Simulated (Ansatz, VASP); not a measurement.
## Two plane-wave programs on B

```
B
1.0
    -1.15397    1.15397    1.15397
     1.15397   -1.15397    1.15397
     1.15397    1.15397   -1.15397
B
1
Direct
  0.00000 0.00000 0.00000
```

Alike in both runs: task single point; functional PBE; k mesh 21 × 21 × 21; occupations fermi-dirac, width 0.1 eV; no spin polarisation.

|  | VASP | Ansatz |
| --- | --- | --- |
| version | VASP 6.6.1 | Ansatz 0.2.0 |
| potentials or method | VASP PAW PBE potentials, release 64 (B), cutoff 520 eV | plane waves (420 eV) with PAW, scalar-relativistic |
| valence electrons in the cell | 3 | 3 |

VASP gave:

```
pressure (GPa) : -0.2
```

Task: Estimate Ansatz's values.

Result: Pressure (GPa): -0.1.
